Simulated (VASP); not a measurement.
# Cl (Pm-3m) in VASP: a series of runs

Runs on Cl. Level: PBE. Tasks: single point.

All numbers are computed with VASP 6.6.1; they aren't measurements. Logs are shortened: lines on timing, memory, paths and dates and some standing lists are left out, and cuts for length are marked.

### 1 The cell of the first run

It takes space group Pm-3m (No. 221, cubic). The conventional cell has a = 2.818 Å, b = 2.818 Å, c = 2.818 Å, α = 90.00°, β = 90.00°, γ = 90.00°. Cl (site symmetry m-3m) has 6 Cl at 2.82 Å within 3.7 Å.

### 2 Single point, PBE (volume scaled by 0.95)

Input file INCAR:

```
SYSTEM = Cl
PREC     = Accurate       ! precision mode
ENCUT    = 520            ! plane-wave cutoff, eV
EDIFF    = 1E-6           ! SCF threshold, eV
ISMEAR   = -1             ! smearing method
SIGMA    = 0.1            ! smearing width, eV
LREAL    = .False.        ! projectors in reciprocal space
LASPH    = .True.         ! aspherical terms in the spheres
NELM     = 60             ! most SCF steps
ALGO     = Normal         ! electronic algorithm
ISIF     = 2              ! what is computed and relaxed
LWAVE    = .False.        ! write WAVECAR
LCHARG   = .True.         ! write CHGCAR
GGA      = PE             ! functional
LELF     = .True.         ! ELF
LVHAR    = .True.       
NBANDS   = 10             ! bands
```

Input file KPOINTS:

```
Automatic mesh
0
Gamma
  15 15 15
  0 0 0
```

Input file POSCAR:

```
Cl
1.0
    2.8182929713      0.0000000000      0.0000000000
    0.0000000000      2.8182929713      0.0000000000
    0.0000000000      0.0000000000      2.8182929713
Cl
1
Direct
    0.0000000000      0.0000000000      0.0000000000
```

Potentials or basis: VASP PAW PBE potentials, release 64 (Cl).

Command:

```sh
cat potpaw_PBE.64/Cl/POTCAR > POTCAR
mpirun -np 1 vasp_std > vasp.out
```

OUTCAR:

```text
SYSTEM = Cl
   PREC = Accurate
   ENCUT = 520
   EDIFF = 1E-6
   ISMEAR = -1
   LREAL = .False.
   LASPH = .True.
   NELM = 60
   ISIF = 2
   GGA = PE

 ion  position               nearest neighbor table
   1  0.000  0.000  0.000-

  LATTYP: Found a simple cubic cell.
 ALAT       =     2.8182929713

  Lattice vectors:

 A1 = (   2.8182929713,   0.0000000000,   0.0000000000)
 A2 = (   0.0000000000,   2.8182929713,   0.0000000000)
 A3 = (   0.0000000000,   0.0000000000,   2.8182929713)

Analysis of symmetry for initial positions (statically):
=====================================================================
 Subroutine PRICEL returns:
 Original cell was already a primitive cell.

 Routine SETGRP: Setting up the symmetry group for a
 simple cubic supercell.

 Subroutine GETGRP returns: Found 48 space group operations
 (whereof 48 operations were pure point group operations)
 out of a pool of 48 trial point group operations.

The static configuration has the point symmetry O_h .

Analysis of symmetry for dynamics (positions and initial velocities):
=====================================================================
 Subroutine PRICEL returns:
 Original cell was already a primitive cell.

 Routine SETGRP: Setting up the symmetry group for a
 simple cubic supercell.

 Subroutine GETGRP returns: Found 48 space group operations
 (whereof 48 operations were pure point group operations)
 out of a pool of 48 trial point group operations.

The dynamic configuration has the point symmetry O_h .

 Subroutine INISYM returns: Found 48 space group operations
 (whereof 48 operations are pure point group operations),
 and found     1 'primitive' translations

----------------------------------------------------------------------------------------

                                     Primitive cell

  volume of cell :      22.3851

  direct lattice vectors                    reciprocal lattice vectors
     2.818292971  0.000000000  0.000000000     0.354824715  0.000000000  0.000000000
     0.000000000  2.818292971  0.000000000     0.000000000  0.354824715  0.000000000
     0.000000000  0.000000000  2.818292971     0.000000000  0.000000000  0.354824715

  length of vectors
     2.818292971  2.818292971  2.818292971     0.354824715  0.354824715  0.354824715

  position of ions in fractional coordinates (direct lattice)
     0.000000000  0.000000000  0.000000000

  ion indices of the primitive-cell ions
   primitive index   ion index
                 1           1

----------------------------------------------------------------------------------------

 KPOINTS: Automatic mesh

Automatic generation of k-mesh.
 Grid dimensions read from file:
 generate k-points for:   15   15   15

 Generating k-lattice:

  Cartesian coordinates                     Fractional coordinates (reciprocal lattice)
     0.023654981  0.000000000  0.000000000     0.066666667  0.000000000  0.000000000
     0.000000000  0.023654981  0.000000000     0.000000000  0.066666667  0.000000000
     0.000000000  0.000000000  0.023654981     0.000000000  0.000000000  0.066666667

  Length of vectors
     0.023654981  0.023654981  0.023654981

  Shift w.r.t. Gamma in fractional coordinates (k-lattice)
     0.000000000  0.000000000  0.000000000

 Subroutine IBZKPT returns following result:
 ===========================================

 Found    120 irreducible k-points:

 Following reciprocal coordinates:
            Coordinates               Weight
  0.000000  0.000000  0.000000      1.000000
  0.066667  0.000000  0.000000      6.000000
  0.133333  0.000000  0.000000      6.000000
  0.200000  0.000000  0.000000      6.000000
  0.266667  0.000000  0.000000      6.000000
  0.333333  0.000000  0.000000      6.000000
[... 16 lines left out ...]
  0.266667  0.200000  0.000000     24.000000
  0.333333  0.200000  0.000000     24.000000
 [... further k-points ...]
   k-points           NKPTS =    120   k-points in BZ     NKDIM =    120   number of bands    NBANDS=     10
   number of dos      NEDOS =    301   number of ions     NIONS =      1
   total plane-waves  NPLWV =  13824
   dimension x,y,z NGX =    24 NGY =   24 NGZ =   24
   dimension x,y,z NGXF=    48 NGYF=   48 NGZF=   48
   ions per type =               1
   NGX,Y,Z   is equivalent  to a cutoff of  14.16, 14.16, 14.16 a.u.
   NGXF,Y,Z  is equivalent  to a cutoff of  28.31, 28.31, 28.31 a.u.
 SYSTEM =  Cl
   PREC   = accura    normal or accurate (medium, high low for compatibility)
   ISTART =      0    job   : 0-new  1-cont  2-samecut
   ICHARG =      2    charge: 1-file 2-atom 10-const
   ISPIN  =      1    spin polarized calculation?
   LNONCOLLINEAR =      F non collinear calculations
   LSORBIT =      F    spin-orbit coupling
   LASPH  =      T    aspherical Exc in radial PAW
   ENCUT  =  520.0 eV  38.22 Ry    6.18 a.u.   5.24  5.24  5.24*2*pi/ulx,y,z
   NELM   =     60;   NELMIN=  2; NELMDL= -5     # of ELM steps
   EDIFF  = 0.1E-05   stopping-criterion for ELM
   LREAL  =      F    real-space projection
   EDIFFG = 0.1E-04   stopping-criterion for IOM
   NSW    =      0    number of steps for IOM
   IBRION =     -1    ionic relax: 0-MD 1-quasi-New 2-CG
   NFREE  =      0    steps in history (QN), initial steepest desc. (CG)
   ISIF   =      2    stress and relaxation
   ISYM   =      2    0-nonsym 1-usesym 2-fastsym
   POTIM  = 0.5000    time-step for ionic-motion
   TEBEG  =    0.0;   TEEND  =   0.0 temperature during run
   PSTRESS=    0.0 pullay stress
   NELECT =       7.0000    total number of electrons
   NUPDOWN=      -1.0000    fix difference up-down
   EMIN   =  10.00;   EMAX   =-10.00  energy-range for DOS
   EFERMI =   0.00;   METHOD = LEGACY
   ISMEAR =    -1;   SIGMA  =   0.10  broadening in eV -4-tet -1-fermi 0-gaus
   EFERMI_NEDOS =   21; number of points for ismear=-14 and -15
   IALGO  =     38    algorithm
   IMIX   =      4    mixing-type and parameters
     AMIX     =   0.40;   BMIX     =  1.00
     AMIX_MAG =   1.60;   BMIX_MAG =  1.00
  volume/ion in A,a.u.               =      22.39       151.06
  Fermi-wavevector in a.u.,A,eV,Ry     =   1.111189  2.099843 16.799679  1.234742
  Thomas-Fermi vector in A             =   2.247750
   LORBIT       =      0    0 simple, 1 ext, 2 COOP (PROOUT), +10 PAW based schemes
   GGA     = PE    functional components
   LHFCALC =     F    Hartree Fock is set to
   AEXX    =    0.0000 exact exchange contribution
   IVDW    =     0    specifies the selected vdW correction
   LEPSILON=     F    determine dielectric tensor
   LRPA    =     F    only Hartree local field effects (RPA)
 non-spin polarized calculation
  energy-cutoff  :      520.00
  volume of cell :       22.39
 maximum number of plane-waves:       624
 NGX is ok and might be reduce to    24
   NGX = 11   NGY = 11   NGZ = 11

 number of electron       7.0000001 magnetization

 Free energy of the ion-electron system (eV)
  ---------------------------------------------------
  ext. energy  EPLUGINS =         0.00000000
  ---------------------------------------------------
  free energy    TOTEN  =        -1.18833996 eV

  energy without entropy =       -1.14678760  energy(sigma->0) =       -1.16756378

 E-fermi :   1.9068     XC(G=0):  -9.1057

 val. band max:        1.9027651818   @ k =   0.2667   0.1333   0.0667
 cond. band min:       1.9270630196   @ k =   0.4667   0.3333   0.1333
 fundamental gap:      0.0242978378
 Fermi energy:         1.9067988358

 k-point     1 :       0.0000    0.0000    0.0000
  band No.  band energies     occupation
      1     -14.1539      2.00000
      2       1.7616      1.62046
      3       1.7616      1.62046
      4       1.7616      1.62046
      5      10.2444      0.00000
      6      12.0271      0.00000
      7      12.0271      0.00000
      8      22.8147      0.00000
      9      22.8147      0.00000
     10      22.8147      0.00000

 k-point     2 :       0.0667    0.0000    0.0000
  band No.  band energies     occupation
      1     -14.1112      2.00000
      2       1.4307      1.98304
      3       1.7872      1.53571
      4       1.7872      1.53571
      5      10.4269      0.00000
      6      12.0802      0.00000
      7      12.3467      0.00000
      8      22.2838      0.00000
      9      22.2838      0.00000
     10      22.8434      0.00000

 k-point     3 :       0.1333    0.0000    0.0000
  band No.  band energies     occupation
      1     -13.9868      2.00000
      2       0.6013      2.00000
      3       1.8605      1.22761
      4       1.8605      1.22761
      5      10.8119      0.00000
      6      12.2357      0.00000
      7      13.2763      0.00000
      8      21.1789      0.00000
      9      21.1789      0.00000
     10      22.9257      0.00000

 k-point     4 :       0.2000    0.0000    0.0000
  band No.  band energies     occupation
      1     -13.7933      2.00000
      2      -0.4390      2.00000
      3       1.9716      0.68700
      4       1.9716      0.68700
      5      11.2651      0.00000
      6      12.4803      0.00000
      7      14.5541      0.00000
      8      19.9941      0.00000
      9      19.9941      0.00000
     10      23.0507      0.00000
[... 222 lines left out ...]
 k-point    22 :       0.2000    0.2000    0.0000
  band No.  band energies     occupation
      1     -13.4379      2.00000
      2      -0.2286      2.00000
      3      -0.0571      2.00000
      4       2.1743      0.12896
      5      12.0801      0.00000
      6      13.8150      0.00000
      7      15.5758      0.00000
      8      17.8386      0.00000
      9      19.9572      0.00000
     10      20.8653      0.00000

 k-point    23 :       0.2667    0.2000    0.0000
  band No.  band energies     occupation
      1     -13.2020      2.00000
      2      -1.1624      2.00000
      3       0.0547      2.00000
      4       2.3021      0.03768
      5      12.3083      0.00000
      6      13.7668      0.00000
      7      16.2992      0.00000
      8      17.9635      0.00000
      9      19.2230      0.00000
     10      20.7804      0.00000

 k-point    24 :       0.3333    0.2000    0.0000
  band No.  band energies     occupation
      1     -12.9557      2.00000
      2      -2.0436      2.00000
      3       0.2464      2.00000
      4       2.4294      0.01070
      5      12.2845      0.00000
      6      13.7509      0.00000
      7      16.4812      0.00000
      8      18.4304      0.00000
      9      18.6689      0.00000
     10      20.9504      0.00000

 [... further k-points ...]
[... 5 lines left out ...]
  --------------------------------------------------------------------------------------
  -------------------------------------------------------------------------------------
  Total        0.2549133      0.2549133      0.2549133      0.0000000      0.0000000     -0.0000000
  in kB       18.2450353     18.2450353     18.2450353      0.0000000      0.0000000     -0.0000000
  external PRESSURE =      18.2450353 kB  Pullay stress =       0.0000000 kB

 VOLUME and BASIS-vectors are now :
 -----------------------------------------------------------------------------
  energy-cutoff  :      520.00
  volume of cell :       22.39
      direct lattice vectors                 reciprocal lattice vectors
     2.818292971  0.000000000  0.000000000     0.354824715  0.000000000  0.000000000
     0.000000000  2.818292971  0.000000000     0.000000000  0.354824715  0.000000000
     0.000000000  0.000000000  2.818292971     0.000000000  0.000000000  0.354824715

 POSITION                                       TOTAL-FORCE (eV/Angst)
 -----------------------------------------------------------------------------------
      0.00000      0.00000      0.00000         0.000000      0.000000      0.000000
 -----------------------------------------------------------------------------------
    total drift:                                0.000000     -0.000000     -0.000000

  FREE ENERGIE OF THE ION-ELECTRON SYSTEM (eV)
  ---------------------------------------------------
  free  energy   TOTEN  =        -1.1883399641 eV

  energy  without entropy=       -1.1467875987  energy(sigma->0) =       -1.16756378
```

Wall time 13 s (1 thread of AMD EPYC 7R13 (Zen 3), shared host); peak memory 0.11 GiB.

What came out:

| Property | Result |
| --- | --- |
| Free energy | -1.1883 eV |
| Pressure | 1.8 GPa |

Caveat: the cell differs from its parent crystal (volume scaled by 0.95); an odd number of electrons without spin polarisation forces a metal; a magnetic or distorted state may lie lower.

### 3 Single point, PBE

This run uses another cell than the first one, of 23.56 Å³/atom, 1.053 times its volume.

Input file INCAR:

```
SYSTEM = Cl
ALGO     = Normal         ! electronic algorithm
EDIFF    = 1E-7           ! SCF threshold, eV
ENCUT    = 520            ! plane-wave cutoff, eV
GGA      = PE             ! functional
ISIF     = 2              ! what is computed and relaxed
ISMEAR   = -1             ! smearing method
LASPH    = .TRUE.         ! aspherical terms in the spheres
LCHARG   = .TRUE.         ! write CHGCAR
LELF     = .TRUE.         ! ELF
LREAL    = .FALSE.        ! projectors in reciprocal space
LVHAR    = .TRUE.       
LWAVE    = .FALSE.        ! write WAVECAR
NBANDS   = 10             ! bands
NELM     = 100            ! most SCF steps
PREC     = Accurate       ! precision mode
SIGMA    = 0.1            ! smearing width, eV
```

Input file KPOINTS:

```
k-points
0
G
  15 15 15
  0 0 0
```

Input file POSCAR:

```
Cl
1.0
    2.8668937802      0.0000000000      0.0000000000
    0.0000000000      2.8668937802      0.0000000000
    0.0000000000      0.0000000000      2.8668937802
Cl
1
Direct
    0.0000000000      0.0000000000      0.0000000000
```

Potentials or basis: VASP PAW PBE potentials, release 64 (Cl).

Command:

```sh
cat potpaw_PBE.64/Cl/POTCAR > POTCAR
mpirun -np 1 vasp_std > vasp.out
```

Wall time 15 s (1 thread of AMD EPYC 7R13 (Zen 3), shared host); peak memory 0.12 GiB.

The run converged. Its results:

* Free energy: -1.1948 eV
* Pressure: -0.1 GPa

Levels at points of the mesh, in eV from the Fermi level:
```csv
k point,band 2,band 3,band 4,band 5,band 6,band 7
"(0.00, 0.00, 0.00)",-0.13,-0.13,-0.13,8.19,10.30,10.30
```

Caveat: an odd number of electrons without spin polarisation forces a metal; a magnetic or distorted state may lie lower.
